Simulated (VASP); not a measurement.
# H4C in VASP: a series of runs, part 2 of 2

VASP 6.6.1. The steps go on from the part before.

### Step 3. Single point, r2SCAN

File POSCAR:

```
H4C
1.0
    7.3876590000      0.0000000000      0.0000000000
    0.0000000000      7.3876590000      0.0000000000
    0.0000000000      0.0000000000      7.3876590000
C H
8 32
Direct
    0.4855259291      0.4353747243      0.5973204773
    0.4531069991      0.8167675308      0.0997745023
    0.3720935143     -0.0494337922      0.5273524401
    0.8991075522      0.2061004711      0.4129183548
    0.9562704505      0.6953217521      0.3779817125
    0.9613194112      0.8734972743      0.8153191694
    0.7683895534      0.3989761845      0.9954844965
    0.2173760321      0.3673423476      0.0793620821
    0.5479137573      0.4431985829      0.4644367045
    0.5615852058      0.5343235252      0.6891899044
    0.5236570881      0.3041558902      0.6242572918
    0.3489468044      0.4829134642      0.6020174997
    0.5075626799      0.8728746143     -0.0332581674
    0.5228043146      0.9027758320      0.1908182281
    0.4924834782      0.6835047476      0.1333710719
    0.3133468938      0.7892757367      0.0876055595
    0.4804769684      0.0204801007      0.4800438136
    0.3917208415     -0.0400126752      0.6858870990
    0.3612917164     -0.1934983734      0.4970992841
    0.2453686614      0.0120741902      0.5200429527
    0.7893163450      0.1227181709      0.4505351425
    0.9746118493      0.1310157927      0.2879802655
    1.0513073221      0.2399136181      0.4689848300
    0.8447195519      0.3295225186      0.3487979074
    0.9774002834      0.7920370986      0.4726937180
    0.9839517498      0.5577409569      0.4149893762
    1.0551651071      0.7187933282      0.2807655307
    0.8372340954      0.7277677543      0.2916620813
    1.1006057535      0.8774362758      0.7539736201
    0.9533872638      0.9497460562      0.9383351343
    0.9489880353      0.7375814179      0.8545738237
    0.8585263613      0.9002851918      0.7189692973
    0.8353661153      0.4781081531      1.1046124354
    0.6960933091      0.2920410918      1.0725319076
    0.8522185445      0.3636876039      0.8909046831
    0.6554579739      0.4686328917      0.9285079347
    0.2460319297      0.4661016433      0.1869469070
    0.1038217925      0.3068901800      0.1423996424
    0.3385104808      0.2949784228      0.0594640332
    0.1445383443      0.4463254192     -0.0234580400
```

File INCAR.step1:

```
PREC = Accurate
ENCUT = 520
ISMEAR = -1
SIGMA = 0.02
LREAL = Auto
LASPH = T
NELM = 60
NBANDS = 58
GGA = PE
ALGO = Normal
EDIFF = 1E-4
LWAVE = T
LCHARG = F
```

File INCAR.step2:

```
PREC = Accurate
ENCUT = 520
EDIFF = 1E-7
ISMEAR = -1
SIGMA = 0.02
LREAL = Auto
LASPH = T
NELM = 60
ALGO = Normal
ISIF = 2
LWAVE = F
LCHARG = F
METAGGA = R2SCAN
LMIXTAU = T
NBANDS = 58
ISTART = 1
```

File KPOINTS:

```
regular mesh
0
Gamma
  1 1 1
```

Potentials or basis: VASP PAW PBE potentials, release 64 (C, H).

On the command line:

```console
cat potpaw_PBE.64/C/POTCAR potpaw_PBE.64/H/POTCAR > POTCAR
cp INCAR.step1 INCAR
mpirun -np 1 vasp_gam > vasp.out
cp INCAR.step2 INCAR
mpirun -np 1 vasp_gam > vasp.out
```

It took 2.2 min on 1 thread of Intel Xeon 6975P-C (Granite Rapids), shared host; peak memory 0.43 GiB.

Results (log left out):

- Free energy: -196.1852 eV
- Pressure: 2.0 GPa
- Largest force: 6.396 eV/Å
- Band gap on the k mesh: 7.00 eV

Forces in eV/Å, atoms in the order of the input:
```
C    1.875  3.179  0.091
C    1.590  0.468 -2.474
C   -0.828 -2.094  4.945
C    5.090  0.730 -3.802
C   -1.181 -1.110 -2.616
C    2.026 -0.055 -0.291
C   -2.730  0.953  2.633
C   -1.373  2.637  1.226
H   -0.305  0.886 -0.510
H   -0.518 -1.131 -0.998
H   -0.308 -2.253  1.479
H   -0.811 -0.590 -0.187
H   -0.501 -1.361  0.848
H   -0.779  0.814  1.309
H    1.339 -1.217 -0.301
H   -1.522  1.258  0.448
H    2.001  1.302 -1.687
H   -0.079 -0.377 -1.989
H    0.283  0.302 -0.334
H   -1.396  0.958 -0.909
H   -0.122 -0.820  1.477
H   -1.953  0.846  1.513
H   -3.472 -0.660  0.606
H    0.267 -0.441  0.475
H    0.180  1.758  2.412
H   -0.706 -0.255  0.536
H    1.876  0.477 -1.396
H   -0.082 -0.724  1.015
H   -1.068  0.479  0.409
H   -0.041  0.748  0.242
H   -0.389 -1.673  0.430
H   -0.638  0.552 -0.541
H   -0.316  0.057 -1.027
H    0.763 -0.237 -0.761
H    1.780 -1.269 -1.488
H    0.373  0.494  0.526
H    0.367  0.215 -0.230
H   -0.346 -1.670  0.293
H    0.504 -0.908 -0.813
H    1.150 -0.271 -0.557
```

Stress tensor (GPa, compression positive):
```
 0.86 -0.08 -1.26
-0.08  3.92 -0.75
-1.26 -0.75  1.18
```

Levels at points of the mesh, in eV from the valence-band top:
| k point | band 30 | band 31 | band 32 | band 33 | band 34 | band 35 |
| --- | --- | --- | --- | --- | --- | --- |
| (0.00, 0.00, 0.00) | -0.61 | -0.15 | 0.00 | 7.00 | 8.83 | 9.09 |

Caveat: the k points lie up to 0.85 Å⁻¹ apart; the PAW data sets were made with another functional, which shifts forces and pressure a little.

### Step 4. Single point, r2SCAN

File POSCAR:

```
H4C
1.0
    7.3876590000      0.0000000000      0.0000000000
    0.0000000000      7.3876590000      0.0000000000
    0.0000000000      0.0000000000      7.3876590000
C H
8 32
Direct
    0.4950282627      0.4238419775      0.5890363916
    0.4539868448      0.8051400315      0.0802148556
    0.3821643636     -0.0501241327      0.5396296716
    0.9000009340      0.1983713650      0.4119979008
    0.9671805372      0.7037818069      0.3521277850
    0.9615630608      0.8888471977      0.8342967644
    0.7546504244      0.3990438649      1.0002085911
    0.2087806164      0.3773725885      0.0886884465
    0.5938823110      0.5190548183      0.5157384768
    0.4306777018      0.4873939092      0.7057039314
    0.5717237355      0.2977939290      0.6489335796
    0.4012367111      0.3696164103      0.4917796016
    0.4042552587      0.7904533764     -0.0548076190
    0.5178907148      0.9406362692      0.0703470477
    0.5597442979      0.7134736457      0.1343050620
    0.3295631268      0.7862707253      0.1784733161
    0.5042328023      0.0391463656      0.4864463831
    0.3536438268      0.0088255292      0.6716606709
    0.4204579556     -0.1923884142      0.5538425637
    0.2666203191     -0.0324053939      0.4426165312
    0.8315083303      0.1664397342      0.5402794038
    0.9296585021      0.0995579249      0.3213737938
    1.0162488550      0.2602583579      0.4742774403
    0.7799899806      0.2872493167      0.3950507190
    0.9445346625      0.8022703809      0.4694044487
    1.0314904897      0.5835136679      0.4167084593
    1.0518893739      0.7654928307      0.2466816619
    0.8216269863      0.6687910203      0.3264633628
    1.0963824941      0.9397564235      0.8142633546
    0.8933141067      0.9662330110      0.9355060920
    0.9672076093      0.7259403825      0.8590813409
    0.8697477780      0.8951820868      0.7099813351
    0.7746296899      0.4943514583      1.1184869253
    0.7046751887      0.2789110867      1.0532294466
    0.8834056905      0.3711324521      0.9319054927
    0.6696844021      0.4443085421      0.8909182192
    0.1968823954      0.4763890699      0.2033932535
    0.0677887271      0.2908769882      0.0794297625
    0.3235937122      0.2882915955      0.1034427821
    0.2155351242      0.4529174939     -0.0382259116
```

File INCAR.step1:

```
SYSTEM = H4C
  PREC = Accurate
  ENCUT = 520
  ISMEAR = -1
  SIGMA = 0.02
  LREAL = Auto
  LASPH = .TRUE.
  NELM = 80
  NBANDS = 58
  GGA = PE
  ALGO = Normal
  EDIFF = 1E-4
  LWAVE = .TRUE.
  LCHARG = .FALSE.
```

File INCAR.step2:

```
SYSTEM = H4C
  PREC = Accurate
  ENCUT = 520
  EDIFF = 1E-6
  ISMEAR = -1
  SIGMA = 0.02
  LREAL = Auto
  LASPH = .TRUE.
  NELM = 80
  ALGO = Normal
  ISIF = 2
  LWAVE = .FALSE.
  LCHARG = .FALSE.
  METAGGA = R2SCAN
  LMIXTAU = .TRUE.
  NBANDS = 58
  ISTART = 1
```

File KPOINTS:

```
Automatic mesh
0
G
  1 1 1
  0 0 0
```

On the command line:

```console
cat potpaw_PBE.64/C/POTCAR potpaw_PBE.64/H/POTCAR > POTCAR
cp INCAR.step1 INCAR
mpirun -np 1 vasp_gam > vasp.out
cp INCAR.step2 INCAR
mpirun -np 1 vasp_gam > vasp.out
```

Run time: 1.9 min. Hardware: 1 thread of Intel Xeon 6975P-C (Granite Rapids), shared host; peak memory 0.43 GiB.

Results (log left out):

| Property | Result |
| --- | --- |
| Free energy | -197.1190 eV |
| Pressure | -2.1 GPa |
| Largest force | 5.393 eV/Å |
| Band gap on the k mesh | 6.66 eV |

Forces in eV/Å, atoms in the order of the input:
```
C    2.401 -1.019  0.478
C   -0.784  0.329  2.018
C    1.287  1.672 -1.209
C   -2.328  2.826  3.960
C   -1.034  0.317  2.599
C   -1.317 -3.357 -1.469
C    1.334  1.720 -0.128
C   -3.006 -0.672  0.284
H   -1.013 -1.038  1.034
H   -0.102  0.200 -0.341
H   -0.841  1.916 -0.961
H   -0.514  0.037 -0.233
H    0.041 -1.117 -0.676
H   -0.595 -0.185  0.886
H   -0.544  0.054 -0.951
H    1.906  0.932 -1.380
H   -1.697 -1.657  0.518
H   -0.323 -0.114 -0.026
H   -0.051  0.286 -0.160
H    0.759 -0.151  0.855
H    0.456 -2.010  0.111
H    0.113 -2.100 -1.707
H    0.499  0.772 -0.666
H    1.254  0.448 -1.620
H    0.758 -0.688 -1.234
H   -0.219  0.665 -0.617
H   -0.707 -0.342  0.069
H    1.192  0.128 -0.749
H    0.253  0.123 -0.392
H   -0.269 -0.047  0.915
H   -0.043  3.002  0.152
H    1.261  0.326  1.010
H   -0.159 -0.587 -1.459
H   -0.756 -1.790  0.638
H   -0.147  0.117  0.379
H   -0.549  0.571  0.256
H    0.135 -0.896 -0.828
H    3.000  1.496  0.487
H    0.190 -0.154  0.092
H    0.159 -0.014  0.067
```

Stress tensor (GPa, compression positive):
```
-3.49 -0.90  0.41
-0.90 -1.67  0.73
 0.41  0.73 -1.29
```

Levels at points of the mesh, in eV from the valence-band top:
```csv
k point,band 28,band 29,band 30,band 31,band 32,band 33,band 34,band 35,band 36,band 37
"(0.00, 0.00, 0.00)",-1.09,-0.78,-0.61,-0.55,0.00,6.66,8.72,8.94,9.02,9.16
```

Caveat: the k points lie up to 0.85 Å⁻¹ apart; the PAW data sets were made with another functional, which shifts forces and pressure a little.
